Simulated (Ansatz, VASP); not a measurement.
**One calculation of B, two programs**

```
B
1.0
     2.98670    0.00000    0.00000
    -1.49335    2.58655    0.00000
     0.00000    0.00000    3.96679
B
4
Direct
  0.00000 0.00000 0.25000
  0.00000 0.00000 0.75000
  0.33333 0.66667 0.25000
  0.66667 0.33333 0.75000
```

Alike in both runs: functional PBEsol; k mesh 18 × 18 × 10; occupations gaussian, width 0.1 eV; no spin polarisation.

Ansatz relaxed the structure, and its values are those at the end. VASP's run is a single point on that final structure, the one shown.

```csv
,VASP,Ansatz
version,VASP 6.6.1,Ansatz 0.2.0
potentials or method,"VASP PAW PBE potentials, release 64 (B), cutoff 520 eV","scalar-relativistic, plane waves, PAW"
valence electrons in the cell,12,12
```

Ansatz gave:

* gap on the k mesh at the Fermi level (eV): none
* pressure (GPa): 0.0

**Question.** Estimate VASP's values.

**Answer.** gap on the k mesh at the Fermi level (eV): none; pressure (GPa): 0.3.

VASP's potentials were made for PBE, not for PBEsol. A gap of «none» marks a metal or a gap that the smearing closes.
